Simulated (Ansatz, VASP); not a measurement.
# One calculation of AgO, two programs

The input INCAR:

```
PREC     = Accurate       # precision mode
ENCUT    = 520            # plane-wave cutoff, eV
EDIFF    = 1E-6           # SCF threshold, eV
ISMEAR   = -1             # smearing method
SIGMA    = 0.15           # smearing width, eV
LREAL    = F              # projectors in reciprocal space
LASPH    = T              # aspherical terms in the spheres
NELM     = 60             # most SCF steps
ALGO     = Normal         # electronic algorithm
ISIF     = 2              # what is computed and relaxed
LWAVE    = F              # write WAVECAR
LCHARG   = T              # write CHGCAR
LELF     = T              # ELF
LVHAR    = T            
NBANDS   = 16             # bands
```

KPOINTS

```
Automatic mesh
0
Gamma
  16 16 16
```

File POSCAR:

```
AgO
1.0
    0.0000000000      2.4276441116      2.4276441116
    2.4276441116      0.0000000000      2.4276441116
    2.4276441116      2.4276441116      0.0000000000
Ag O
1 1
Direct
    0.0000000000      0.0000000000      0.0000000000
    0.7500000000      0.7500000000      0.7500000000
```

Input for Ansatz:

```yaml
crystal:
  lattice:
    - [0.0, 2.4276441116, 2.4276441116]
    - [2.4276441116, 0.0, 2.4276441116]
    - [2.4276441116, 2.4276441116, 0.0]
  atoms:
    - { symbol: Ag, position: [0.0, 0.0, 0.0] }
    - { symbol: O, position: [0.75, 0.75, 0.75] }
basis:
  ecutwfc: 420
kpoints:
  mp_grid: { grid: [16, 16, 16] }
hamiltonian:
  xc: lda
scf:
  occupations: { method: fermi_dirac, width: 0.15 }
output:
  forces: true
  stress: true
  eigenvalues: true
```

Alike in both runs: task single point; functional LDA; k mesh 16 × 16 × 16; occupations fermi-dirac, width 0.15 eV; no spin polarisation.

|  | VASP | Ansatz |
| --- | --- | --- |
| version | VASP 6.6.1 | Ansatz 0.2.0 |
| potentials or method | VASP PAW LDA potentials, release 64 (Ag, O), cutoff 520 eV | scalar-relativistic, plane waves, PAW |
| valence electrons in the cell | 17 | 25 |

```csv
,VASP,Ansatz,Ansatz less VASP
gap on the k mesh at the Fermi level (eV),none,none,-
pressure (GPa),2.7,2.6,-0.07
```

LDA's correlation is that of Perdew and Zunger in VASP and of Perdew and Wang (1992) in Ansatz. A gap of «none» marks a metal or a gap that the smearing closes. VASP's potentials hold 17 valence electrons a cell and Ansatz's 25, so a difference there can come from the potentials and not from the codes.
